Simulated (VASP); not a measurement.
Here is a VASP 6.6.1 calculation.

INCAR

```
SYSTEM = GeSb2
PREC     = Accurate       ! precision mode
ENCUT    = 520            ! plane-wave cutoff, eV
EDIFF    = 1E-6           ! SCF threshold, eV
ISMEAR   = 0              ! smearing method
SIGMA    = 0.1            ! smearing width, eV
LREAL    = .FALSE.        ! projectors in reciprocal space
LASPH    = .TRUE.         ! aspherical terms in the spheres
NELM     = 60             ! most SCF steps
ALGO     = Fast           ! electronic algorithm
ISIF     = 2              ! what is computed and relaxed
LWAVE    = .FALSE.        ! write WAVECAR
LCHARG   = .FALSE.        ! write CHGCAR
GGA      = PE             ! functional
NBANDS   = 19             ! bands
```

File KPOINTS:

```
regular mesh
0
G
  6 6 6
  0 0 0
```

Contents of POSCAR:

```
GeSb2
1.0
   -1.9329567054      1.9329567054      4.7417844180
    1.9329567054     -1.9329567054      4.7417844180
    1.9329567054      1.9329567054     -4.7417844180
Ge Sb
1 2
Direct
    0.0000000000      0.0000000000      0.0000000000
    0.6650000000      0.6650000000      0.0000000000
    0.3350000000      0.3350000000      0.0000000000
```

Potentials or basis: VASP PAW PBE potentials, release 64 (Ge_d, Sb).

The run is started by

```sh
$ cat potpaw_PBE.64/Ge_d/POTCAR potpaw_PBE.64/Sb/POTCAR > POTCAR
$ mpirun -np 1 vasp_std > vasp.out
```

Problem. Estimate the pressure.

Solution. 4.3 GPa.

Problem. Estimate the band gap on the k mesh.

Solution. Zero (bands 12 and 13 overlap by 4.83 eV).

Forces on the atoms (eV/Å):
```
Ge   0.000  0.000  0.000
Sb   0.000  0.000 -0.046
Sb   0.000  0.000  0.046
```

Caveat: the cell stands under pressure; spin-orbit coupling is left out, which moves the levels of the heavy elements.
